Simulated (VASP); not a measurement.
# Al (Fm-3m) in VASP: a series of runs

The runs below take Al through single point, with PBE, revPBE+D3(BJ).

Program: VASP 6.6.1. These are calculated values, not measurements. Logs are shortened: lines on timing, memory, paths and dates and some standing lists are left out, and cuts for length are marked.

## Step 1: The cell of the first run

The structure is cubic, space group Fm-3m (No. 225). Conventional cell: a = 4.050 Å, b = 4.050 Å, c = 4.050 Å, α = 90.00°, β = 90.00°, γ = 90.00°. Al (site symmetry m-3m) has 12 Al at 2.86 Å within 3.8 Å.

## Step 2: Single point, PBE

The input, INCAR:

```
SYSTEM = Al
ALGO = Fast
EDIFF = 1E-7
ENCUT = 520
GGA = PE
ISIF = 2
ISMEAR = 0
LASPH = .TRUE.
LCHARG = .TRUE.
LELF = .TRUE.
LREAL = .FALSE.
LVHAR = .TRUE.
LWAVE = .FALSE.
NBANDS = 8
NELM = 60
PREC = Accurate
SIGMA = 0.022
```

The input, KPOINTS:

```
k-points
0
G
  11 11 11
  0 0 0
```

The input, POSCAR:

```
Al
1.0
    0.0000000000      2.0248050000      2.0248050000
    2.0248050000      0.0000000000      2.0248050000
    2.0248050000      2.0248050000      0.0000000000
Al
1
Direct
    0.0000000000      0.0000000000      0.0000000000
```

Potentials or basis: VASP PAW PBE potentials, release 64 (Al).

On the command line:

```console
> cat potpaw_PBE.64/Al/POTCAR > POTCAR
> mpirun -np 1 vasp_std > vasp.out
```

OUTCAR:

```text
SYSTEM = Al
   EDIFF = 1E-7
   ENCUT = 520
   GGA = PE
   ISIF = 2
   ISMEAR = 0
   LASPH = .TRUE.
   LREAL = .FALSE.
   NELM = 60
   PREC = Accurate

 ion  position               nearest neighbor table
   1  0.000  0.000  0.000-

  LATTYP: Found a face centered cubic cell.
 ALAT       =     4.0496100000

  Lattice vectors:

 A1 = (   0.0000000000,   2.0248050000,   2.0248050000)
 A2 = (   2.0248050000,   0.0000000000,   2.0248050000)
 A3 = (   2.0248050000,   2.0248050000,   0.0000000000)

Analysis of symmetry for initial positions (statically):
=====================================================================
 Subroutine PRICEL returns:
 Original cell was already a primitive cell.

 Routine SETGRP: Setting up the symmetry group for a
 face centered cubic supercell.

 Subroutine GETGRP returns: Found 48 space group operations
[... 9 lines left out ...]

 Routine SETGRP: Setting up the symmetry group for a
 face centered cubic supercell.

 Subroutine GETGRP returns: Found 48 space group operations
 (whereof 48 operations were pure point group operations)
 out of a pool of 48 trial point group operations.

The dynamic configuration has the point symmetry O_h .

 Subroutine INISYM returns: Found 48 space group operations
 (whereof 48 operations are pure point group operations),
 and found     1 'primitive' translations

----------------------------------------------------------------------------------------

                                     Primitive cell

  volume of cell :      16.6027

  direct lattice vectors                    reciprocal lattice vectors
     0.000000000  2.024805000  2.024805000    -0.246937359  0.246937359  0.246937359
     2.024805000  0.000000000  2.024805000     0.246937359 -0.246937359  0.246937359
     2.024805000  2.024805000  0.000000000     0.246937359  0.246937359 -0.246937359

  length of vectors
     2.863506692  2.863506692  2.863506692     0.427708053  0.427708053  0.427708053

  position of ions in fractional coordinates (direct lattice)
     0.000000000  0.000000000  0.000000000

  ion indices of the primitive-cell ions
   primitive index   ion index
                 1           1

----------------------------------------------------------------------------------------

 KPOINTS: k-points

Automatic generation of k-mesh.
 Grid dimensions read from file:
 generate k-points for:   11   11   11

 Generating k-lattice:

  Cartesian coordinates                     Fractional coordinates (reciprocal lattice)
    -0.022448851  0.022448851  0.022448851     0.090909091  0.000000000  0.000000000
     0.022448851 -0.022448851  0.022448851     0.000000000  0.090909091  0.000000000
     0.022448851  0.022448851 -0.022448851     0.000000000  0.000000000  0.090909091

  Length of vectors
     0.038882550  0.038882550  0.038882550

  Shift w.r.t. Gamma in fractional coordinates (k-lattice)
     0.000000000  0.000000000  0.000000000

 Subroutine IBZKPT returns following result:
 ===========================================

 Found     56 irreducible k-points:

 Following reciprocal coordinates:
            Coordinates               Weight
  0.000000  0.000000  0.000000      1.000000
  0.090909  0.000000  0.000000      8.000000
  0.181818  0.000000  0.000000      8.000000
  0.272727  0.000000  0.000000      8.000000
  0.363636  0.000000  0.000000      8.000000
  0.454545  0.000000  0.000000      8.000000
[... 16 lines left out ...]
 -0.272727  0.181818  0.000000     24.000000
 -0.181818  0.181818  0.000000     12.000000
 [... further k-points ...]
   k-points           NKPTS =     56   k-points in BZ     NKDIM =     56   number of bands    NBANDS=      8
   number of dos      NEDOS =    301   number of ions     NIONS =      1
   total plane-waves  NPLWV =  13824
   dimension x,y,z NGX =    24 NGY =   24 NGZ =   24
   dimension x,y,z NGXF=    48 NGYF=   48 NGZF=   48
   ions per type =               1
   NGX,Y,Z   is equivalent  to a cutoff of  13.93, 13.93, 13.93 a.u.
   NGXF,Y,Z  is equivalent  to a cutoff of  27.87, 27.87, 27.87 a.u.
 SYSTEM =  Al
   PREC   = accura    normal or accurate (medium, high low for compatibility)
   ISTART =      0    job   : 0-new  1-cont  2-samecut
   ICHARG =      2    charge: 1-file 2-atom 10-const
   ISPIN  =      1    spin polarized calculation?
   LNONCOLLINEAR =      F non collinear calculations
   LSORBIT =      F    spin-orbit coupling
   LASPH  =      T    aspherical Exc in radial PAW
   ENCUT  =  520.0 eV  38.22 Ry    6.18 a.u.   5.32  5.32  5.32*2*pi/ulx,y,z
   NELM   =     60;   NELMIN=  2; NELMDL= -5     # of ELM steps
   EDIFF  = 0.1E-06   stopping-criterion for ELM
   LREAL  =      F    real-space projection
   EDIFFG = 0.1E-05   stopping-criterion for IOM
   NSW    =      0    number of steps for IOM
   IBRION =     -1    ionic relax: 0-MD 1-quasi-New 2-CG
   NFREE  =      0    steps in history (QN), initial steepest desc. (CG)
   ISIF   =      2    stress and relaxation
   ISYM   =      2    0-nonsym 1-usesym 2-fastsym
   POTIM  = 0.5000    time-step for ionic-motion
   TEBEG  =    0.0;   TEEND  =   0.0 temperature during run
   PSTRESS=    0.0 pullay stress
   NELECT =       3.0000    total number of electrons
   NUPDOWN=      -1.0000    fix difference up-down
   EMIN   =  10.00;   EMAX   =-10.00  energy-range for DOS
   EFERMI =   0.00;   METHOD = LEGACY
   ISMEAR =     0;   SIGMA  =   0.02  broadening in eV -4-tet -1-fermi 0-gaus
   EFERMI_NEDOS =   21; number of points for ismear=-14 and -15
   IALGO  =     68    algorithm
   IMIX   =      4    mixing-type and parameters
     AMIX     =   0.40;   BMIX     =  1.00
     AMIX_MAG =   1.60;   BMIX_MAG =  1.00
  volume/ion in A,a.u.               =      16.60       112.04
  Fermi-wavevector in a.u.,A,eV,Ry     =   0.925526  1.748991 11.654733  0.856599
  Thomas-Fermi vector in A             =   2.051390
   LORBIT       =      0    0 simple, 1 ext, 2 COOP (PROOUT), +10 PAW based schemes
   GGA     = PE    functional components
   LHFCALC =     F    Hartree Fock is set to
   AEXX    =    0.0000 exact exchange contribution
   IVDW    =     0    specifies the selected vdW correction
   LEPSILON=     F    determine dielectric tensor
   LRPA    =     F    only Hartree local field effects (RPA)
 non-spin polarized calculation
 RMM-DIIS sequential band-by-band and
 Gauss-broadening in eV      SIGMA  =   0.02
  energy-cutoff  :      520.00
  volume of cell :       16.60
 maximum number of plane-waves:       459
 NGX is ok and might be reduce to    24
   NGX = 11   NGY = 11   NGZ = 11

 number of electron       3.0000000 magnetization

 Free energy of the ion-electron system (eV)
  ---------------------------------------------------
  ext. energy  EPLUGINS =         0.00000000
  ---------------------------------------------------
  free energy    TOTEN  =        -3.75274022 eV

  energy without entropy =       -3.75226090  energy(sigma->0) =       -3.75250056

 E-fermi :   7.9569     XC(G=0): -10.1745

 val. band max:        7.9412446799   @ k =  -0.4545   0.3636   0.0000
 cond. band min:       7.9681683185   @ k =   0.4545   0.1818   0.0909
 fundamental gap:      0.0269236385
 Fermi energy:         7.9569140735

 k-point     1 :       0.0000    0.0000    0.0000
  band No.  band energies     occupation
      1      -3.1565      2.00000
      2      20.5199      0.00000
      3      20.5199      0.00000
      4      20.5199      0.00000
      5      21.9649      0.00000
      6      21.9649      0.00000
      7      21.9649      0.00000
      8      24.3554      0.00000

 k-point     2 :       0.0909    0.0000    0.0000
  band No.  band energies     occupation
      1      -2.9328      2.00000
      2      17.5988      0.00000
      3      19.8716      0.00000
      4      19.8716      0.00000
      5      22.6426      0.00000
      6      22.9513      0.00000
      7      22.9513      0.00000
      8      26.1757      0.00000

 k-point     3 :       0.1818    0.0000    0.0000
  band No.  band energies     occupation
      1      -2.2639      2.00000
      2      13.9564      0.00000
      3      19.1381      0.00000
      4      19.1381      0.00000
      5      22.4111      0.00000
      6      23.7741      0.00000
      7      23.7741      0.00000
      8      25.2902      0.00000

 k-point     4 :       0.2727    0.0000    0.0000
  band No.  band energies     occupation
      1      -1.1561      2.00000
      2      10.5341      0.00000
      3      18.7293      0.00000
      4      18.7293      0.00000
      5      22.1999      0.00000
      6      22.2323      0.00000
      7      22.2323      0.00000
      8      26.2197      0.00000

 k-point     5 :       0.3636    0.0000    0.0000
  band No.  band energies     occupation
      1       0.3809      2.00000
      2       7.4339      2.00000
      3      18.6852      0.00000
      4      18.6852      0.00000
      5      20.8046      0.00000
      6      20.8046      0.00000
      7      22.2712      0.00000
      8      24.7326      0.00000
[... 177 lines left out ...]
 k-point    22 :      -0.3636    0.1818    0.0000
  band No.  band energies     occupation
      1       2.4036      2.00000
      2       6.2943      2.00000
      3      12.5985      0.00000
      4      16.9585      0.00000
      5      18.8523      0.00000
      6      23.3354      0.00000
      7      25.9464      0.00000
      8      28.8951      0.00000

 k-point    23 :      -0.2727    0.1818    0.0000
  band No.  band energies     occupation
      1       0.5989      2.00000
      2       9.0785      0.00000
      3      12.4610      0.00000
      4      18.1723      0.00000
      5      20.1507      0.00000
      6      23.1106      0.00000
      7      25.5019      0.00000
      8      26.0371      0.00000

 k-point    24 :      -0.1818    0.1818    0.0000
  band No.  band energies     occupation
      1      -0.7887      2.00000
      2      11.7510      0.00000
      3      13.1865      0.00000
      4      19.7505      0.00000
      5      21.7727      0.00000
      6      22.8294      0.00000
      7      23.9312      0.00000
      8      24.8733      0.00000

 [... further k-points ...]
[... 5 lines left out ...]
  --------------------------------------------------------------------------------------
  -------------------------------------------------------------------------------------
  Total       -0.0545234     -0.0545234     -0.0545234     -0.0000000      0.0000000     -0.0000000
  in kB       -5.2615494     -5.2615494     -5.2615494     -0.0000000      0.0000000     -0.0000000
  external PRESSURE =      -5.2615494 kB  Pullay stress =       0.0000000 kB

 VOLUME and BASIS-vectors are now :
 -----------------------------------------------------------------------------
  energy-cutoff  :      520.00
  volume of cell :       16.60
      direct lattice vectors                 reciprocal lattice vectors
     0.000000000  2.024805000  2.024805000    -0.246937359  0.246937359  0.246937359
     2.024805000  0.000000000  2.024805000     0.246937359 -0.246937359  0.246937359
     2.024805000  2.024805000  0.000000000     0.246937359  0.246937359 -0.246937359

 POSITION                                       TOTAL-FORCE (eV/Angst)
 -----------------------------------------------------------------------------------
      0.00000      0.00000      0.00000         0.000000     -0.000000     -0.000000
 -----------------------------------------------------------------------------------
    total drift:                               -0.000000      0.000000      0.000000

  FREE ENERGIE OF THE ION-ELECTRON SYSTEM (eV)
  ---------------------------------------------------
  free  energy   TOTEN  =        -3.7527402160 eV

  energy  without entropy=       -3.7522608979  energy(sigma->0) =       -3.75250056
```

Wall time 9.3 s (1 thread of Intel Xeon 8259CL, shared host); peak memory 0.13 GiB.

What came out:

* Free energy: -3.7527 eV
* Pressure: -0.5 GPa

## Step 3: Single point, PBE

The input, INCAR:

```
SYSTEM = Al
  ALGO = Normal
  EDIFF = 1E-6
  ENCUT = 520
  GGA = PE
  ISIF = 2
  ISMEAR = 0
  LASPH = .True.
  LCHARG = .True.
  LELF = .True.
  LREAL = .False.
  LVHAR = .True.
  LWAVE = .False.
  NBANDS = 8
  NELM = 100
  PREC = Accurate
  SIGMA = 0.017
```

The input, KPOINTS:

```
k-points
0
Gamma
  11 11 11
  0 0 0
```

POSCAR is that of step 2.

Potentials or basis: VASP PAW PBE potentials, release 64 (Al).

On the command line:

```console
> cat potpaw_PBE.64/Al/POTCAR > POTCAR
> mpirun -np 1 vasp_std > vasp.out
```

It took 8.2 s on 1 thread of Intel Xeon 8259CL, shared host; peak memory 0.13 GiB.

Results (log left out):

* Free energy: -3.7526 eV
* Pressure: -0.5 GPa

Levels at points of the mesh, in eV from the Fermi level:
| k point | band 1 | band 2 | band 3 | band 4 | band 5 | band 6 |
| --- | --- | --- | --- | --- | --- | --- |
| (0.00, 0.00, 0.00) | -11.11 | 12.56 | 12.56 | 12.56 | 14.01 | 14.01 |

## Step 4: Single point, revPBE+D3(BJ)

This run uses another cell than the first one, of 15.45 Å³/atom, 0.931 times its volume.

The input, INCAR:

```
SYSTEM = Al
ALGO = Normal
EDIFF = 1E-6
ENCUT = 520
GGA = RE
ISIF = 2
ISMEAR = -1
IVDW = 12
LASPH = .TRUE.
LCHARG = .FALSE.
LREAL = .FALSE.
LWAVE = .FALSE.
NBANDS = 8
NELM = 80
PREC = Accurate
SIGMA = 0.05
```

The input, KPOINTS:

```
k-points
0
G
  11 11 11
  0 0 0
```

The input, POSCAR:

```
Al
1.0
    0.0000000000      1.9768364019      1.9768364019
    1.9768364019      0.0000000000      1.9768364019
    1.9768364019      1.9768364019      0.0000000000
Al
1
Direct
    0.0000000000      0.0000000000      0.0000000000
```

On the command line:

```console
> cat potpaw_PBE.64/Al/POTCAR > POTCAR
> mpirun -np 1 vasp_std > vasp.out
```

Wall time 7.5 s (1 thread of Intel Xeon 8259CL, shared host); peak memory 0.14 GiB.

Results (log left out):

```
Free energy                : -4.2216 eV
Pressure                   : -0.2 GPa
Dispersion energy per atom : -0.684 eV
```

Levels at points of the mesh, in eV from the Fermi level:
```tsv
k point	band 1	band 2	band 3	band 4	band 5
(0.00, 0.00, 0.00)	-11.59	12.97	12.97	12.97	15.09
```

Caveat: the PAW data sets were made with another functional, which shifts forces and pressure a little; pairwise dispersion overbinds metals, which lowers pressure and volume.

## Step 5: Overview

```csv
level,cell,smearing,gap on the mesh (eV),pressure (GPa)
PBE,"a = 2.864 Å, angles 60.0°, 1 atom",gaussian 0.022 eV,none,-0.5
PBE,"a = 2.864 Å, angles 60.0°, 1 atom",gaussian 0.017 eV,none,-0.5
revPBE+D3(BJ),"a = 2.796 Å, angles 60.0°, 1 atom",fermi-dirac 0.05 eV,none,-0.2
```

Alike in all rows: task single point; potentials or basis VASP PAW PBE potentials, release 64 (Al); no spin polarisation; k mesh 11 × 11 × 11; cutoff (eV) 520.

Caveats: the PAW data sets were made with another functional, which shifts forces and pressure a little (some runs); pairwise dispersion overbinds metals, which lowers pressure and volume (some runs).

Total energies depend on the potentials used, so only differences within one code and one set of settings carry meaning.
